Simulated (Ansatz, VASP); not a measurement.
# Two plane-wave programs on C

INCAR

```
SYSTEM = C
PREC = Accurate
ENCUT = 520
EDIFF = 1E-6
ISMEAR = 0
SIGMA = 0.05
LREAL = .False.
LASPH = .True.
NELM = 80
ALGO = Normal
ISIF = 2
LWAVE = .False.
LCHARG = .False.
GGA = PS
IVDW = 12
NBANDS = 11
```

File KPOINTS:

```
regular mesh
0
Gamma
  15 15 15
  0 0 0
```

The input POSCAR:

```
C
1.0
    1.2290461105      0.7095901028      3.2829684898
   -1.2290461105      0.7095901028      3.2829684898
    0.0000000000     -1.4191802055      3.2829684898
C
2
Direct
    0.1903220011      0.1903220011      0.1480440721
    0.8096779989      0.8096779989      0.8519559279
```

Input for Ansatz:

```yaml
crystal:
  lattice:
    - [1.2290461105, 0.7095901028, 3.2829684898]
    - [-1.2290461105, 0.7095901028, 3.2829684898]
    - [0.0, -1.4191802055, 3.2829684898]
  atoms:
    - { symbol: C, position: [0.1903220011, 0.1903220011, 0.1480440721] }
    - { symbol: C, position: [0.8096779989, 0.8096779989, 0.8519559279] }
basis:
  ecutwfc: 520.0
kpoints:
  mp_grid: { grid: [15, 15, 15] }
hamiltonian:
  xc: pbesol
  pseudopotentials: { kind: paw, azcp: { folder: soft_1 } }
  dispersion: d3bj
scf:
  occupations: { method: gaussian, width: 0.05 }
output:
  forces: true
  stress: true
  eigenvalues: true
```

Change from the starting cell: mode 4 frozen in at +0.095 Å and mode 6 at +0.060 Å (largest displacements).

Alike in both runs: task single point; functional PBEsol; dispersion D3(BJ); k mesh 15 × 15 × 15; occupations gaussian, width 0.05 eV; no spin polarisation.

```csv
,VASP,Ansatz
version,VASP 6.6.1,Ansatz 0.2.0
potentials or method,"VASP PAW PBE potentials, release 64 (C), cutoff 520 eV","scalar-relativistic, plane waves, PAW"
valence electrons in the cell,8,8
```

```tsv
	VASP	Ansatz	Ansatz less VASP
gap on the k mesh at the Fermi level (eV)	0.51	0.51	+0.001
least direct gap on the mesh (eV)	0.67	0.68	+0.002
pressure (GPa)	4.0	3.3	-0.66
traceless stress, the component that is largest in VASP (GPa)	15.30	14.62	-0.680
rms of the force components (eV/Å)	3.448	3.443	-0.0051
```

VASP's potentials were made for PBE, not for PBEsol, and Ansatz warns of the same on its side. Atom by atom the forces differ by 0.014 eV/Å (rms over components).
